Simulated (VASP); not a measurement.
# Ba (Im-3m) in VASP: further runs

Ba is run at these levels: r2SCAN; tasks: single point.

Program: VASP 6.6.1. These are calculated values, not measurements. Logs are shortened: lines on timing, memory, paths and dates and some standing lists are left out, and cuts for length are marked.

### 1 The cell of the first run

It takes space group Im-3m (No. 229, cubic). The conventional cell has a = 4.911 Å, b = 4.911 Å, c = 4.911 Å, α = 90.00°, β = 90.00°, γ = 90.00°. Ba (site symmetry m-3m) has 14 Ba at 4.25 to 4.91 Å within 5.6 Å.

### 2 Single point, r2SCAN

Input file POSCAR:

```
Ba
1.0
   -2.4553325815      2.4553325815      2.4553325815
    2.4553325815     -2.4553325815      2.4553325815
    2.4553325815      2.4553325815     -2.4553325815
Ba
1
Direct
    0.0000000000      0.0000000000      0.0000000000
```

Input file INCAR.step1:

```
PREC = Accurate
ENCUT = 520
ISMEAR = -1
SIGMA = 0.05
LREAL = F
LASPH = T
NELM = 60
NBANDS = 11
GGA = PE
ALGO = Normal
EDIFF = 1E-4
LWAVE = T
LCHARG = F
```

Input file INCAR.step2:

```
PREC = Accurate
ENCUT = 520
EDIFF = 1E-6
ISMEAR = -1
SIGMA = 0.05
LREAL = F
LASPH = T
NELM = 60
ALGO = Normal
ISIF = 2
LWAVE = F
LCHARG = F
METAGGA = R2SCAN
LMIXTAU = T
NBANDS = 11
ISTART = 1
```

Input file KPOINTS:

```
regular mesh
0
Gamma
  8 8 8
```

Potentials or basis: VASP PAW PBE potentials, release 64 (Ba_sv).

Run with:

```sh
cat potpaw_PBE.64/Ba_sv/POTCAR > POTCAR
cp INCAR.step1 INCAR
mpirun -np 1 vasp_std > vasp.out
cp INCAR.step2 INCAR
mpirun -np 1 vasp_std > vasp.out
```

OUTCAR:

```text
PREC = Accurate
   ENCUT = 520
   EDIFF = 1E-6
   ISMEAR = -1
   LREAL = F
   LASPH = T
   NELM = 60
   ISIF = 2
   METAGGA = R2SCAN
   ISTART = 1

 ion  position               nearest neighbor table
   1  0.000  0.000  0.000-

  LATTYP: Found a body centered cubic cell.
 ALAT       =     4.9106651630

  Lattice vectors:

 A1 = (  -2.4553325815,   2.4553325815,   2.4553325815)
 A2 = (   2.4553325815,  -2.4553325815,   2.4553325815)
 A3 = (   2.4553325815,   2.4553325815,  -2.4553325815)

Analysis of symmetry for initial positions (statically):
=====================================================================
 Subroutine PRICEL returns:
 Original cell was already a primitive cell.

 Routine SETGRP: Setting up the symmetry group for a
 body centered cubic supercell.

 Subroutine GETGRP returns: Found 48 space group operations
 (whereof 48 operations were pure point group operations)
 out of a pool of 48 trial point group operations.

The static configuration has the point symmetry O_h .

Analysis of symmetry for dynamics (positions and initial velocities):
=====================================================================
 Subroutine PRICEL returns:
 Original cell was already a primitive cell.

 Routine SETGRP: Setting up the symmetry group for a
 body centered cubic supercell.

 Subroutine GETGRP returns: Found 48 space group operations
 (whereof 48 operations were pure point group operations)
 out of a pool of 48 trial point group operations.

The dynamic configuration has the point symmetry O_h .

 Subroutine INISYM returns: Found 48 space group operations
 (whereof 48 operations are pure point group operations),
 and found     1 'primitive' translations

----------------------------------------------------------------------------------------

                                     Primitive cell

  volume of cell :      59.2094

  direct lattice vectors                    reciprocal lattice vectors
    -2.455332581  2.455332581  2.455332581     0.000000000  0.203638401  0.203638401
     2.455332581 -2.455332581  2.455332581     0.203638401  0.000000000  0.203638401
     2.455332581  2.455332581 -2.455332581     0.203638401  0.203638401  0.000000000

  length of vectors
     4.252760781  4.252760781  4.252760781     0.287988188  0.287988188  0.287988188

  position of ions in fractional coordinates (direct lattice)
     0.000000000  0.000000000  0.000000000

  ion indices of the primitive-cell ions
   primitive index   ion index
                 1           1

----------------------------------------------------------------------------------------

 KPOINTS: regular mesh

Automatic generation of k-mesh.
 Grid dimensions read from file:
 generate k-points for:    8    8    8

 Generating k-lattice:

  Cartesian coordinates                     Fractional coordinates (reciprocal lattice)
     0.000000000  0.025454800  0.025454800     0.125000000  0.000000000  0.000000000
     0.025454800  0.000000000  0.025454800     0.000000000  0.125000000  0.000000000
     0.025454800  0.025454800  0.000000000     0.000000000  0.000000000  0.125000000

  Length of vectors
     0.035998524  0.035998524  0.035998524

  Shift w.r.t. Gamma in fractional coordinates (k-lattice)
     0.000000000  0.000000000  0.000000000

 Subroutine IBZKPT returns following result:
 ===========================================

 Found     29 irreducible k-points:

 Following reciprocal coordinates:
            Coordinates               Weight
  0.000000  0.000000  0.000000      1.000000
  0.125000  0.000000  0.000000     12.000000
  0.250000  0.000000  0.000000     12.000000
  0.375000  0.000000  0.000000     12.000000
  0.500000  0.000000  0.000000      6.000000
  0.125000  0.125000  0.000000     24.000000
[... 16 lines left out ...]
 -0.250000  0.250000  0.250000      6.000000
 -0.375000  0.375000  0.250000     24.000000
 [... further k-points ...]
   k-points           NKPTS =     29   k-points in BZ     NKDIM =     29   number of bands    NBANDS=     11
   number of dos      NEDOS =    301   number of ions     NIONS =      1
   total plane-waves  NPLWV =  32768
   dimension x,y,z NGX =    32 NGY =   32 NGZ =   32
   dimension x,y,z NGXF=    64 NGYF=   64 NGZF=   64
   ions per type =               1
   NGX,Y,Z   is equivalent  to a cutoff of  12.51, 12.51, 12.51 a.u.
   NGXF,Y,Z  is equivalent  to a cutoff of  25.02, 25.02, 25.02 a.u.
 SYSTEM =  unknown system
   PREC   = accura    normal or accurate (medium, high low for compatibility)
   ISTART =      1    job   : 0-new  1-cont  2-samecut
   ICHARG =      0    charge: 1-file 2-atom 10-const
   ISPIN  =      1    spin polarized calculation?
   LNONCOLLINEAR =      F non collinear calculations
   LSORBIT =      F    spin-orbit coupling
   LASPH  =      T    aspherical Exc in radial PAW
   ENCUT  =  520.0 eV  38.22 Ry    6.18 a.u.   7.91  7.91  7.91*2*pi/ulx,y,z
   NELM   =     60;   NELMIN=  2; NELMDL=  0     # of ELM steps
   EDIFF  = 0.1E-05   stopping-criterion for ELM
   LREAL  =      F    real-space projection
   EDIFFG = 0.1E-04   stopping-criterion for IOM
   NSW    =      0    number of steps for IOM
   IBRION =     -1    ionic relax: 0-MD 1-quasi-New 2-CG
   NFREE  =      0    steps in history (QN), initial steepest desc. (CG)
   ISIF   =      2    stress and relaxation
   ISYM   =      2    0-nonsym 1-usesym 2-fastsym
   POTIM  = 0.5000    time-step for ionic-motion
   TEBEG  =    0.0;   TEEND  =   0.0 temperature during run
   PSTRESS=    0.0 pullay stress
   NELECT =      10.0000    total number of electrons
   NUPDOWN=      -1.0000    fix difference up-down
   EMIN   =  10.00;   EMAX   =-10.00  energy-range for DOS
   EFERMI =   0.00;   METHOD = LEGACY
   ISMEAR =    -1;   SIGMA  =   0.05  broadening in eV -4-tet -1-fermi 0-gaus
   EFERMI_NEDOS =   21; number of points for ismear=-14 and -15
   IALGO  =     38    algorithm
   IMIX   =      4    mixing-type and parameters
     AMIX     =   0.40;   BMIX     =  1.00
     AMIX_MAG =   1.60;   BMIX_MAG =  1.00
  volume/ion in A,a.u.               =      59.21       399.57
  Fermi-wavevector in a.u.,A,eV,Ry     =   0.904922  1.710055 11.141592  0.818884
  Thomas-Fermi vector in A             =   2.028427
   LORBIT       =      0    0 simple, 1 ext, 2 COOP (PROOUT), +10 PAW based schemes
   METAGGA = R2SCAN    functional components
   LHFCALC =     F    Hartree Fock is set to
   AEXX    =    0.0000 exact exchange contribution
   IVDW    =     0    specifies the selected vdW correction
   LEPSILON=     F    determine dielectric tensor
   LRPA    =     F    only Hartree local field effects (RPA)
 non-spin polarized calculation
  energy-cutoff  :      520.00
  volume of cell :       59.21
 maximum number of plane-waves:      1638
   NGX = 15   NGY = 15   NGZ = 15

 number of electron      10.0000000 magnetization

 Free energy of the ion-electron system (eV)
  ---------------------------------------------------
  ext. energy  EPLUGINS =         0.00000000
  ---------------------------------------------------
  free energy    TOTEN  =       -26.42456469 eV

  energy without entropy =      -26.41825369  energy(sigma->0) =      -26.42140919

 E-fermi :   1.9107     XC(G=0):  -8.0454

 val. band max:        1.8713751225   @ k =   0.3750   0.2500   0.0000
 cond. band min:       2.0699183098   @ k =   0.5000   0.5000   0.2500
 fundamental gap:      0.1985431873
 Fermi energy:         1.9106621031

 k-point     1 :       0.0000    0.0000    0.0000
  band No.  band energies     occupation
      1     -27.8712      2.00000
      2     -12.3635      2.00000
      3     -12.3635      2.00000
      4     -12.3635      2.00000
      5      -0.9597      2.00000
      6       4.1498      0.00000
      7       4.1498      0.00000
      8       4.1499      0.00000
      9       5.5716      0.00000
     10       5.5716      0.00000
     11       9.4274      0.00000

 k-point     2 :       0.1250    0.0000    0.0000
  band No.  band energies     occupation
      1     -27.8622      2.00000
      2     -12.4551      2.00000
      3     -12.3902      2.00000
      4     -12.3646      2.00000
      5      -0.6358      2.00000
      6       3.8800      0.00000
      7       3.9386      0.00000
      8       4.4778      0.00000
      9       5.2488      0.00000
     10       5.5514      0.00000
     11       9.7859      0.00000

 k-point     3 :       0.2500    0.0000    0.0000
  band No.  band energies     occupation
      1     -27.8406      2.00000
      2     -12.6659      2.00000
      3     -12.4536      2.00000
      4     -12.3673      2.00000
      5       0.1682      2.00000
      6       3.2725      0.00000
      7       3.3655      0.00000
      8       5.3588      0.00000
      9       5.4204      0.00000
     10       5.6304      0.00000
     11       9.8775      0.00000

 k-point     4 :       0.3750    0.0000    0.0000
  band No.  band energies     occupation
      1     -27.8188      2.00000
      2     -12.8642      2.00000
      3     -12.5156      2.00000
      4     -12.3702      2.00000
      5       0.8721      2.00000
      6       2.9627      0.00000
      7       3.0811      0.00000
      8       5.6609      0.00000
      9       5.9525      0.00000
     10       6.8143      0.00000
     11       8.7279      0.00000
[... 239 lines left out ...]
 k-point    22 :       0.2500    0.2500    0.2500
  band No.  band energies     occupation
      1     -27.8051      2.00000
      2     -12.6570      2.00000
      3     -12.6570      2.00000
      4     -12.6570      2.00000
      5       2.5769      0.00000
      6       2.5769      0.00000
      7       2.5770      0.00000
      8       6.3781      0.00000
      9       6.3781      0.00000
     10       6.7694      0.00000
     11       9.4727      0.00000

 k-point    23 :      -0.2500    0.2500    0.2500
  band No.  band energies     occupation
      1     -27.8145      2.00000
      2     -12.6800      2.00000
      3     -12.5524      2.00000
      4     -12.5524      2.00000
      5       1.0525      2.00000
      6       2.6842      0.00000
      7       4.1439      0.00000
      8       4.1439      0.00000
      9       5.3593      0.00000
     10       6.1681      0.00000
     11       9.6672      0.00000

 k-point    24 :      -0.3750    0.3750    0.2500
  band No.  band energies     occupation
      1     -27.7958      2.00000
      2     -12.7914      2.00000
      3     -12.6201      2.00000
      4     -12.5721      2.00000
      5       1.5800      1.99732
      6       2.1093      0.03694
      7       4.1469      0.00000
      8       4.3936      0.00000
      9       6.1153      0.00000
     10       6.4660      0.00000
     11      10.0130      0.00000

 [... further k-points ...]

------------------------ aborting loop because EDIFF is reached ----------------------------------------

  FORCE on cell =-STRESS in cart. coord.  units (eV):
  Direction    XX          YY          ZZ          XY          YZ          ZX
  --------------------------------------------------------------------------------------
  -------------------------------------------------------------------------------------
  Total        0.3619856      0.3619856      0.3619856     -0.0000000      0.0000000     -0.0000000
  in kB        9.7951448      9.7951448      9.7951448     -0.0000000      0.0000000     -0.0000000
  external PRESSURE =       9.7951448 kB  Pullay stress =       0.0000000 kB

 VOLUME and BASIS-vectors are now :
 -----------------------------------------------------------------------------
  energy-cutoff  :      520.00
  volume of cell :       59.21
      direct lattice vectors                 reciprocal lattice vectors
    -2.455332581  2.455332581  2.455332581     0.000000000  0.203638401  0.203638401
     2.455332581 -2.455332581  2.455332581     0.203638401  0.000000000  0.203638401
     2.455332581  2.455332581 -2.455332581     0.203638401  0.203638401  0.000000000

 POSITION                                       TOTAL-FORCE (eV/Angst)
 -----------------------------------------------------------------------------------
      0.00000      0.00000      0.00000         0.000000      0.000000     -0.000000
 -----------------------------------------------------------------------------------
    total drift:                               -0.000000      0.000000     -0.000000

  FREE ENERGIE OF THE ION-ELECTRON SYSTEM (eV)
  ---------------------------------------------------
  free  energy   TOTEN  =       -26.4245646918 eV

  energy  without entropy=      -26.4182536895  energy(sigma->0) =      -26.42140919
```

Wall time 84 s (1 thread of AMD EPYC 7R13, shared host); peak memory 0.16 GiB.

What came out:

* Free energy: -26.4246 eV
* Pressure: 1.0 GPa
* Band gap on the k mesh: zero (bands 5 and 6 overlap by 1.36 eV)

Caveat: the PAW data sets were made with another functional, which shifts forces and pressure a little; spin-orbit coupling is left out, which moves the levels of the heavy elements.

(Part 1 of 2 ends here.)
